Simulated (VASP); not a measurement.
Set up this calculation in VASP 6.6.1, as the native input.

| Property | Result |
| --- | --- |
| Task | electric field gradients |
| Functional | PBEsol |
| Potentials or basis | VASP PAW PBE potentials, release 64 (Ga_d) |
| Cutoff | 520 eV |
| k mesh | 16 × 16 × 16 |
| Occupations | fermi-dirac, width 0.03 eV |
| Spin | no spin polarisation |
| Dipole correction | no |
| Further INCAR settings | ALGO = Normal; EDIFF = 1e-08; NBANDS = 12 |

The structure of Ga lies in POSCAR:

```
Ga
1.0
   -1.4086644861      1.4086644861      2.2364053700
    1.4086644861     -1.4086644861      2.2364053700
    1.4086644861      1.4086644861     -2.2364053700
Ga
1
Direct
    0.0000000000      0.0000000000      0.0000000000
```

This cell differs from its parent crystal: volume scaled by 1.01.

One way to write it, as run:

INCAR

```
SYSTEM = Ga
PREC = Accurate
ENCUT = 520
EDIFF = 1E-8
ISMEAR = -1
SIGMA = 0.03
LREAL = .FALSE.
LASPH = .TRUE.
NELM = 80
ALGO = Normal
ISIF = 2
LWAVE = .FALSE.
LCHARG = .FALSE.
GGA = PS
LEFG = .TRUE.
NBANDS = 12
```

KPOINTS

```
regular mesh
0
G
  16 16 16
  0 0 0
```

Potentials or basis: VASP PAW PBE potentials, release 64 (Ga_d).

Command:

```console
$ cat potpaw_PBE.64/Ga_d/POTCAR > POTCAR
$ mpirun -np 1 vasp_std > vasp.out
```

It gave:

```json
{
  "Pressure": "0.1 GPa"
}
```

Caveat: without QUAD_EFG the Cq values of the log hold for a quadrupole moment of 1 mb, not for the nuclei; the PAW data sets were made with another functional, which shifts forces and pressure a little.

It took 30 s on 1 thread of Intel(R) Xeon(R) Platinum 8559C (Emerald Rapids) (shared host), peak memory 0.19 GiB.
